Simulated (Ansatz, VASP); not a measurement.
As in VASP and in Ansatz

```
As
1.0
     2.65538    0.00000    0.00000
     0.00000    2.65538    0.00000
     0.00000    0.00000    2.65538
As
1
Direct
  0.00000 0.00000 0.00000
```

Alike in both runs: functional PBEsol; dispersion D3(BJ); k mesh 16 × 16 × 16; occupations gaussian, width 0.1 eV; no spin polarisation.

Ansatz relaxed the structure, and its values are those at the end. VASP's run is a single point on that final structure, the one shown.

```csv
,VASP,Ansatz
version,VASP 6.6.1,Ansatz 0.2.0
potentials or method,"VASP PAW PBE potentials, release 64 (As), cutoff 520 eV","scalar-relativistic, plane waves, PAW"
valence electrons in the cell,5,15
```

Ansatz gave:

| Property | Result |
| --- | --- |
| gap on the k mesh at the Fermi level (eV) | none |
| pressure (GPa) | 0.0 |

Question: Estimate VASP's values.

Answer: gap on the k mesh at the Fermi level (eV): none; pressure (GPa): 0.4.

VASP's potentials were made for PBE, not for PBEsol. A gap of «none» marks a metal or a gap that the smearing closes. VASP's potentials hold 5 valence electrons a cell and Ansatz's 15, so a difference there can come from the potentials and not from the codes. Ansatz's warnings: near symmetry operations not taken.
